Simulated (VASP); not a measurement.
The system is KI.

```
I K
1.0
     0.00000    3.53277    3.53277
     3.53277    0.00000    3.53277
     3.53277    3.53277    0.00000
I K
1 1
Cartesian
  3.5328 3.5328 3.5328
  0.0000 0.0000 0.0000
```

Base run:

| Quantity | Value |
| --- | --- |
| Program | VASP 6.6.1 |
| Functional | PBE |
| Potentials or basis | VASP PAW PBE potentials, release 64 (I, K_sv) |
| Cutoff | 500 eV |
| k mesh | 4 × 4 × 4 |
| Occupations | gaussian, width 0.01 eV |
| Spin | no spin polarisation |

Its results: band gap on the k mesh 3.96 eV, direct; pressure 0.6 GPa.

Problem. The run is repeated on the same cell with these changes: functional from PBE to r2SCAN0; cutoff from 500 eV to 520 eV; occupations from gaussian, width 0.01 eV to fermi-dirac, width 0.05 eV. What comes out?

Solution. Band gap on the k mesh 6.00 eV, direct; pressure 0.0 GPa.

Caveats: spin-orbit coupling is left out, which moves the levels of the heavy elements; the PAW data sets were made with another functional, which shifts forces and pressure a little (some runs).

